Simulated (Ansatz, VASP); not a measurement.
## NiO: VASP beside Ansatz

```
Ni O
1.0
     2.68783    0.00000    0.00000
     0.00000    2.68783    0.00000
     0.00000    0.00000    3.23959
Ni O
1 1
Cartesian
  0.0000 0.0000 1.6198
  1.3439 1.3439 1.6198
```

Alike in both runs: functional PBE; k mesh 20 × 20 × 18; occupations gaussian, width 0.1 eV; no spin polarisation.

Ansatz relaxed the structure, and its values are those at the end. VASP's run is a single point on that final structure, the one shown.

```csv
,VASP,Ansatz
version,VASP 6.6.1,Ansatz 0.2.0
potentials or method,"VASP PAW PBE potentials, release 64 (Ni_sv_GW, O), cutoff 700 eV","scalar-relativistic, plane waves, PAW"
valence electrons in the cell,24,24
```

|  | VASP | Ansatz | Ansatz less VASP |
| --- | --- | --- | --- |
| gap on the k mesh at the Fermi level (eV) | none | none | - |
| pressure (GPa) | -0.3 | 0.0 | +0.26 |

A gap of «none» marks a metal or a gap that the smearing closes.
